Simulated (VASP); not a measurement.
Wanted: the native input for a VASP 6.6.1 run.

```yaml
Task: relaxation of cell and atoms
Functional: PBEsol
Potentials_or_basis: VASP PAW PBE potentials, release 64 (C, Zn)
Cutoff: 600 eV
k_mesh: 8 × 8 × 8
Occupations: fermi-dirac, width 0.02 eV
Spin: no spin polarisation
Dipole_correction: no
Further_INCAR_settings: ALGO = Normal; EDIFF = 1e-07; IBRION = 2; EDIFFG = -0.005; NSW = 80; ISIF = 3
```

The structure of Zn2C lies in POSCAR:

```
Zn2C
1.0
    0.0000000000      2.6042747125      2.6042747125
    2.6042747125      0.0000000000      2.6042747125
    2.6042747125      2.6042747125      0.0000000000
C Zn
1 2
Direct
    0.0000000000      0.0000000000      0.0000000000
    0.2500000000      0.2500000000      0.2500000000
    0.7500000000      0.7500000000      0.7500000000
```

One way to write it, as run:

INCAR

```
ALGO     = Normal         # electronic algorithm
EDIFF    = 1E-7           # SCF threshold, eV
EDIFFG   = -0.005         # ionic threshold
ENCUT    = 600            # plane-wave cutoff, eV
GGA      = PS             # functional
IBRION   = 2              # ionic algorithm
ISIF     = 3              # what is computed and relaxed
ISMEAR   = -1             # smearing method
LASPH    = True           # aspherical terms in the spheres
LCHARG   = False          # write CHGCAR
LREAL    = False          # projectors in reciprocal space
LWAVE    = False          # write WAVECAR
NELM     = 60             # most SCF steps
NSW      = 80             # ionic steps
PREC     = Accurate       # precision mode
SIGMA    = 0.02           # smearing width, eV
```

KPOINTS

```
k-points
0
Gamma
  8 8 8
```

Potentials or basis: VASP PAW PBE potentials, release 64 (C, Zn).

Command:

```bash
$ cat potpaw_PBE.64/C/POTCAR potpaw_PBE.64/Zn/POTCAR > POTCAR
$ mpirun -np 1 vasp_std > vasp.out
```

It gave:

```json
{
  "Relaxed volume": "11.29 Å³/atom",
  "Relaxed cell": "a = 3.632 Å, b = 3.632 Å, c = 3.632 Å, α = 60.00°, β = 60.00°, γ = 60.00°",
  "Space group after relaxing (to 0.05 Å)": "Fm-3m (No. 225)",
  "Energy gained by relaxing": "8.9 meV/atom",
  "Ionic steps": "3",
  "Pressure after relaxing": "0.0 GPa",
  "Band gap on the k mesh": "zero (filled and empty bands touch)"
}
```

Caveat: the PAW data sets were made with another functional, which shifts forces and pressure a little.

It took 52 s on 1 thread of AMD EPYC 9R45 96-Core Processor (Zen 5), with other jobs on the host, peak memory 0.15 GiB.
